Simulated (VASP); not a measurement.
Here is a VASP 6.6.1 calculation.

The input INCAR:

```
SYSTEM = Ti
PREC = Accurate ; ENCUT = 520
EDIFF = 1E-7 ; ISMEAR = 0
SIGMA = 0.1 ; LREAL = .False.
LASPH = .True. ; NELM = 100
ALGO = Normal ; ISIF = 2
LWAVE = .False. ; LCHARG = .True.
GGA = CA ; LELF = .True.
LVHAR = .True. ; NBANDS = 19
```

The input KPOINTS:

```
regular mesh
0
Gamma
  9 9 4
  0 0 0
```

POSCAR

```
Ti
1.0
    2.9500000000      0.0000000000      0.0000000000
   -1.4750000000      2.5547749412      0.0000000000
    0.0000000000      0.0000000000      4.6800000000
Ti
2
Direct
    0.3333333333      0.6666666667      0.2500000000
    0.6666666667      0.3333333333      0.7500000000
```

Potentials or basis: VASP PAW LDA potentials, release 64 (Ti_sv).

Command:

```sh
$ cat potpaw_LDA.64/Ti_sv/POTCAR > POTCAR
$ mpirun -np 1 vasp_std > vasp.out
```

(1) Estimate the pressure.

(2) What does it give for the band gap on the k mesh?

Results:

(1) -10.0 GPa.

(2) zero (band 12 reaches 8.67 eV, above the bottom of band 13 at 7.74 eV).
